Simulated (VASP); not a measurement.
A run of VASP 6.6.1 is set up as follows.

File INCAR:

```
PREC = Accurate ; ENCUT = 600
EDIFF = 1E-6 ; ISMEAR = 0
SIGMA = 0.1 ; LREAL = F
LASPH = T ; NELM = 100
ALGO = Normal ; ISIF = 3
LWAVE = F ; LCHARG = F
GGA = PE ; IBRION = 2
NSW = 90 ; EDIFFG = -0.04
```

KPOINTS

```
regular mesh
0
Gamma
  4 4 4
```

File POSCAR:

```
WS3
1.0
    4.8000000000      0.0000000000      0.0000000000
    0.0000000000      4.8000000000      0.0000000000
    0.0000000000      0.0000000000      4.8000000000
W S
1 3
Direct
    0.0000000000      0.0000000000      0.9729776100
    0.0000000000      0.5000000000      0.0000000000
    0.5000000000      0.0000000000      0.0000000000
    0.0000000000      0.0000000000      0.5000000000
```

Potentials or basis: VASP PAW PBE potentials, release 64 (W_sv, S).

Launch:

```console
$ cat potpaw_PBE.64/W_sv/POTCAR potpaw_PBE.64/S/POTCAR > POTCAR
$ mpirun -np 1 vasp_std > vasp.out
```

Q: What does it give for the relaxed volume?

A: 25.67 Å³/atom.

Q: Predict the band gap on the k mesh.

A: Zero (band 16 reaches 3.22 eV, above the bottom of band 17 at 2.11 eV).

The path:
```
step  energy change (eV)  largest force (eV/Å)  pressure (GPa)  volume (Å³)
   1              0.0000                0.1255           -5.44       110.59
   2              0.0243                1.0352            7.87        96.22
   3             -0.1375                0.5559            0.01       103.32
   4             -0.1375                0.5649            0.14       103.18
   5             -0.1470                0.0626            0.06       102.80
   6             -0.1471                0.0866            0.06       102.84
   7             -0.1510                0.0683           -0.12       102.86
   8             -0.1511                0.0624           -0.14       102.86
   9             -0.1516                0.0742            0.13       102.56
  10             -0.1516                0.0765            0.19       102.49
  11             -0.1520                0.0699            0.18       102.50
  12             -0.1528                0.0520            0.10       102.56
  13             -0.1538                0.0314           -0.05       102.66
```

Caveat: spin-orbit coupling is left out, which moves the levels of the heavy elements.
